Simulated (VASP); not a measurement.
# HW3N4 (R3m) in VASP: single point with LDA

Aim: the single point of HW3N4 with LDA.

All numbers are computed with VASP 6.6.1; they aren't measurements. Logs are shortened: lines on timing, memory, paths and dates and some standing lists are left out, and cuts for length are marked.

**1. The cell of the first run**

The structure is trigonal, space group R3m (No. 160). The conventional cell has a = 5.879 Å, b = 5.879 Å, c = 7.200 Å, α = 90.00°, β = 90.00°, γ = 120.00°. Within 2.8 Å of W (site symmetry m) lie 6 N at 2.08 Å and 1 H at 2.47 Å. Within 2.8 Å of N (site symmetry 3m) lie 6 W at 2.08 Å. Within 2.5 Å of N (site symmetry m) lie 2 H at 1.80 to 2.47 Å and 4 W at 2.08 Å. Within 2.5 Å of H (site symmetry 3m) lie 6 N at 1.80 to 2.47 Å and 3 W at 2.47 Å.

**2. Single point, LDA**

INCAR reads:

```
PREC     = Accurate       # precision mode
ENCUT    = 1000           # plane-wave cutoff, eV
EDIFF    = 1E-6           # SCF threshold, eV
ISMEAR   = 0              # smearing method
SIGMA    = 0.15           # smearing width, eV
LREAL    = False          # projectors in reciprocal space
LASPH    = True           # aspherical terms in the spheres
NELM     = 120            # most SCF steps
ALGO     = Normal         # electronic algorithm
ISIF     = 2              # what is computed and relaxed
LWAVE    = False          # write WAVECAR
LCHARG   = False          # write CHGCAR
GGA      = CA             # functional
NBANDS   = 42             # bands
GGA_COMPAT= False
```

KPOINTS reads:

```
Automatic mesh
0
Gamma
  8 8 8
```

POSCAR reads:

```
HW3N4
1.0
    4.1569984136      0.0000000000      0.0000000000
    0.0000000000      4.1569984136      0.0000000000
    0.0000000000      0.0000000000      4.1569984136
W N H
3 4 1
Direct
    0.5000000000      0.5000000000      0.0000000000
    0.0000000000      0.5000000000      0.5000000000
    0.5000000000      0.0000000000      0.5000000000
    0.5000000000      0.5000000000      0.5000000000
    0.5000000000      0.0000000000      0.0000000000
    0.0000000000      0.5000000000      0.0000000000
    0.0000000000      0.0000000000      0.5000000000
   -1.0833318003      0.9166681997      0.9166681997
```

Potentials or basis: VASP PAW LDA potentials, release 64 (W_sv, N_h, H_h).

The run is started by

```bash
$ cat potpaw_LDA.64/W_sv/POTCAR potpaw_LDA.64/N_h/POTCAR potpaw_LDA.64/H_h/POTCAR > POTCAR
$ mpirun -np 1 vasp_std > vasp.out
```

OUTCAR:

```text
PREC = Accurate
   ENCUT = 1000
   EDIFF = 1E-6
   ISMEAR = 0
   LREAL = False
   LASPH = True
   NELM = 120
   ISIF = 2
   GGA = CA

 ion  position               nearest neighbor table
   1  0.500  0.500  0.000-   4 2.08   5 2.08   6 2.08   4 2.08   5 2.08   6 2.08   3 2.94   3 2.94
                             3 2.94   2 2.94   3 2.94   2 2.94   2 2.94   2 2.94
   2  0.000  0.500  0.500-   4 2.08   6 2.08   7 2.08   6 2.08   7 2.08   4 2.08   3 2.94   3 2.94
                             1 2.94   1 2.94   3 2.94   1 2.94   1 2.94   3 2.94
   3  0.500  0.000  0.500-   4 2.08   5 2.08   7 2.08   5 2.08   4 2.08   7 2.08   2 2.94   1 2.94
                             2 2.94   1 2.94   1 2.94   2 2.94   1 2.94   2 2.94
   4  0.500  0.500  0.500-   1 2.08   2 2.08   3 2.08   1 2.08   3 2.08   2 2.08
   5  0.500  0.000  0.000-   1 2.08   3 2.08   3 2.08   1 2.08
   6  0.000  0.500  0.000-   1 2.08   2 2.08   2 2.08   1 2.08
   7  0.000  0.000  0.500-   2 2.08   3 2.08   2 2.08   3 2.08
   8  0.917  0.917  0.917-

  LATTYP: Found a simple cubic cell.
 ALAT       =     4.1569984136

  Lattice vectors:

 A1 = (   4.1569984136,   0.0000000000,   0.0000000000)
 A2 = (   0.0000000000,   4.1569984136,   0.0000000000)
 A3 = (   0.0000000000,   0.0000000000,   4.1569984136)

Analysis of symmetry for initial positions (statically):
=====================================================================
 Subroutine PRICEL returns:
 Original cell was already a primitive cell.

 Routine SETGRP: Setting up the symmetry group for a
 simple cubic supercell.

 Subroutine GETGRP returns: Found  6 space group operations
 (whereof  6 operations were pure point group operations)
 out of a pool of 48 trial point group operations.

The static configuration has the point symmetry C_3v.

Analysis of symmetry for dynamics (positions and initial velocities):
=====================================================================
 Subroutine PRICEL returns:
 Original cell was already a primitive cell.

 Routine SETGRP: Setting up the symmetry group for a
 simple cubic supercell.

 Subroutine GETGRP returns: Found  6 space group operations
 (whereof  6 operations were pure point group operations)
 out of a pool of 48 trial point group operations.

The dynamic configuration has the point symmetry C_3v.

[... 112 lines left out ...]
   EDIFFG = 0.1E-04   stopping-criterion for IOM
   NSW    =      0    number of steps for IOM
   IBRION =     -1    ionic relax: 0-MD 1-quasi-New 2-CG
   NFREE  =      0    steps in history (QN), initial steepest desc. (CG)
   ISIF   =      2    stress and relaxation
   ISYM   =      2    0-nonsym 1-usesym 2-fastsym
   POTIM  = 0.5000    time-step for ionic-motion
   TEBEG  =    0.0;   TEEND  =   0.0 temperature during run
   PSTRESS=    0.0 pullay stress
   NELECT =      63.0000    total number of electrons
   NUPDOWN=      -1.0000    fix difference up-down
   EMIN   =  10.00;   EMAX   =-10.00  energy-range for DOS
   EFERMI =   0.00;   METHOD = LEGACY
   ISMEAR =     0;   SIGMA  =   0.15  broadening in eV -4-tet -1-fermi 0-gaus
   EFERMI_NEDOS =   21; number of points for ismear=-14 and -15
   IALGO  =     38    algorithm
   IMIX   =      4    mixing-type and parameters
     AMIX     =   0.40;   BMIX     =  1.00
     AMIX_MAG =   1.60;   BMIX_MAG =  1.00
  volume/ion in A,a.u.               =       8.98        60.60
  Fermi-wavevector in a.u.,A,eV,Ry     =   1.567022  2.961243 33.409904  2.455559
  Thomas-Fermi vector in A             =   2.669264
   LORBIT       =      0    0 simple, 1 ext, 2 COOP (PROOUT), +10 PAW based schemes
   GGA     = CA    functional components
   LHFCALC =     F    Hartree Fock is set to
   AEXX    =    0.0000 exact exchange contribution
   IVDW    =     0    specifies the selected vdW correction
   LEPSILON=     F    determine dielectric tensor
   LRPA    =     F    only Hartree local field effects (RPA)
 non-spin polarized calculation
 Gauss-broadening in eV      SIGMA  =   0.15
  energy-cutoff  :     1000.00
  volume of cell :       71.84
 maximum number of plane-waves:      5232
 NGX is ok and might be reduce to    48
   NGX = 21   NGY = 21   NGZ = 21

 number of electron      63.0000003 magnetization

 Free energy of the ion-electron system (eV)
  ---------------------------------------------------
  ext. energy  EPLUGINS =         0.00000000
  ---------------------------------------------------
  free energy    TOTEN  =       -81.93276985 eV

  energy without entropy =      -81.87211979  energy(sigma->0) =      -81.90244482

 E-fermi :  11.9387     XC(G=0): -13.7642

 val. band max:       11.9376041089   @ k =   0.5000   0.3750   0.3750
 cond. band min:      11.9397655989   @ k =  -0.3750   0.2500   0.2500
 fundamental gap:      0.0021614900
 Fermi energy:        11.9386788261

 k-point     1 :       0.0000    0.0000    0.0000
  band No.  band energies     occupation
      1     -63.2824      2.00000
      2     -63.2002      2.00000
      3     -63.2002      2.00000
      4     -28.2640      2.00000
      5     -28.2640      2.00000
      6     -28.2640      2.00000
[... 1069 lines left out ...]
     41      15.3616      0.00000
     42      16.9129      0.00000

 [... further k-points ...]

------------------------ aborting loop because EDIFF is reached ----------------------------------------

  FORCE on cell =-STRESS in cart. coord.  units (eV):
  Direction    XX          YY          ZZ          XY          YZ          ZX
  --------------------------------------------------------------------------------------
  -------------------------------------------------------------------------------------
  Total        4.0232507      4.0232507      4.0232507     -0.0574085     -0.0574085     -0.0574085
  in kB       89.7321568     89.7321568     89.7321568     -1.2804053     -1.2804053     -1.2804053
  external PRESSURE =      89.7321568 kB  Pullay stress =       0.0000000 kB

 VOLUME and BASIS-vectors are now :
 -----------------------------------------------------------------------------
  energy-cutoff  :     1000.00
  volume of cell :       71.84
      direct lattice vectors                 reciprocal lattice vectors
     4.156998414  0.000000000  0.000000000     0.240558187  0.000000000  0.000000000
     0.000000000  4.156998414  0.000000000     0.000000000  0.240558187  0.000000000
     0.000000000  0.000000000  4.156998414     0.000000000  0.000000000  0.240558187

 POSITION                                       TOTAL-FORCE (eV/Angst)
 -----------------------------------------------------------------------------------
      2.07850      2.07850      0.00000        -0.446753     -0.446753      0.093290
      0.00000      2.07850      2.07850         0.093290     -0.446753     -0.446753
      2.07850      0.00000      2.07850        -0.446753      0.093290     -0.446753
      2.07850      2.07850      2.07850         0.018270      0.018270      0.018270
      2.07850      0.00000      0.00000         0.861085      0.149261      0.149261
      0.00000      2.07850      0.00000         0.149261      0.861085      0.149261
      0.00000      0.00000      2.07850         0.149261      0.149261      0.861085
      3.81059      3.81059      3.81059        -0.377663     -0.377663     -0.377663
 -----------------------------------------------------------------------------------
    total drift:                               -0.000044     -0.000044     -0.000044

  FREE ENERGIE OF THE ION-ELECTRON SYSTEM (eV)
  ---------------------------------------------------
  free  energy   TOTEN  =       -81.9327698475 eV

  energy  without entropy=      -81.8721197932  energy(sigma->0) =      -81.90244482
```

OSZICAR:

```text
N       E                     dE             d eps       ncg     rms          rms(c)
DAV:   1     0.984953394045E+03    0.98495E+03   -0.50790E+04  5460   0.271E+03
DAV:   2     0.178148621922E+02   -0.96714E+03   -0.92623E+03  5710   0.709E+02
DAV:   3    -0.880444812827E+02   -0.10586E+03   -0.10010E+03  6678   0.193E+02
DAV:   4    -0.933343117152E+02   -0.52898E+01   -0.51465E+01  6594   0.394E+01
DAV:   5    -0.934660333382E+02   -0.13172E+00   -0.13124E+00  6618   0.604E+00    0.624E+01
DAV:   6    -0.829904398108E+02    0.10476E+02   -0.61364E+01  6972   0.409E+01    0.201E+01
DAV:   7    -0.821656071491E+02    0.82483E+00   -0.64646E+00  6856   0.135E+01    0.165E+01
DAV:   8    -0.819498775062E+02    0.21573E+00   -0.93055E-01  6688   0.583E+00    0.264E+00
DAV:   9    -0.819338112378E+02    0.16066E-01   -0.11695E-01  6476   0.185E+00    0.657E-01
DAV:  10    -0.819330954875E+02    0.71575E-03   -0.14428E-02  6382   0.584E-01    0.218E-01
DAV:  11    -0.819328166450E+02    0.27884E-03   -0.11230E-03  6548   0.233E-01    0.112E-01
DAV:  12    -0.819327709617E+02    0.45683E-04   -0.22346E-04  7466   0.992E-02    0.189E-02
DAV:  13    -0.819327699789E+02    0.98290E-06   -0.21237E-05  6644   0.289E-02    0.868E-03
DAV:  14    -0.819327698475E+02    0.13136E-06   -0.30249E-06  4974   0.985E-03
   1 F= -.81932770E+02 E0= -.81902445E+02  d E =-.606501E-01
```

Run time: 7.5 min. Hardware: 1 thread of Intel Xeon Platinum 8375C at 2.90GHz (Ice Lake), shared host; peak memory 0.53 GiB.

Results:

- Free energy: -81.9328 eV
- Pressure: 9.0 GPa
- Largest force: 0.887 eV/Å
- Band gap on the k mesh: zero (an odd number of electrons rules out a gap without spin polarisation)

Forces on the atoms (eV/Å):
```
W   -0.447 -0.447  0.093
W    0.093 -0.447 -0.447
W   -0.447  0.093 -0.447
N    0.018  0.018  0.018
N    0.861  0.149  0.149
N    0.149  0.861  0.149
N    0.149  0.149  0.861
H   -0.378 -0.378 -0.378
```

Levels at points of the mesh, in eV from the Fermi level:
```csv
k point,band 29,band 30,band 31,band 32,band 33,band 34,band 35,band 36
"(0.00, 0.00, 0.00)",-2.87,-2.67,-2.67,-1.10,-1.00,-1.00,-0.35,-0.35
"(0.50, 0.00, 0.00)",-3.89,-1.95,-0.10,-0.05,-0.04,-0.03,0.05,1.74
"(0.50, 0.50, 0.00)",-0.57,0.24,0.33,0.40,0.42,0.71,1.29,1.29
"(0.50, 0.50, 0.50)",0.36,1.16,1.16,1.17,1.69,1.70,1.70,2.50
```

Caveat: the cell stands under pressure; spin-orbit coupling is left out, which moves the levels of the heavy elements; an odd number of electrons without spin polarisation forces a metal; a magnetic or distorted state may lie lower.
